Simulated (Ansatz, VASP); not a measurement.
## CdSe: VASP beside Ansatz

```
Cd Se
1.0
    -0.01521    3.03374    3.03374
     3.03374   -0.01521    3.03374
     3.03374    3.03374   -0.01521
Cd Se
1 1
Direct
  0.00050 0.00050 0.00050
  0.74950 0.74950 0.74950
```

Change from the starting cell: equal xy, yz and zx engineering shears of -0.5 %.

Alike in both runs: functional PBEsol; k mesh 6 × 6 × 6; no spin polarisation.

Ansatz relaxed the structure, and its values are those at the end. VASP's run is a single point on that final structure, the one shown.

|  | VASP | Ansatz |
| --- | --- | --- |
| version | VASP 6.6.1 | Ansatz 0.2.0 |
| potentials or method | VASP PAW PBE potentials, release 64 (Cd, Se), cutoff 520 eV | all-electron LAPW, scalar-relativistic |
| occupations | gaussian, width 0.01 eV | fixed |

Ansatz gave:

| Item | Value |
| --- | --- |
| gap on the k mesh at the Fermi level (eV) | 0.46 |
| pressure (GPa) | 0.0 |

Problem. What did VASP give for the same quantities?

Solution. gap on the k mesh at the Fermi level (eV): 0.46; pressure (GPa): 0.3.

VASP's potentials were made for PBE, not for PBEsol. Ansatz ran all-electron here, and VASP with PAW potentials.
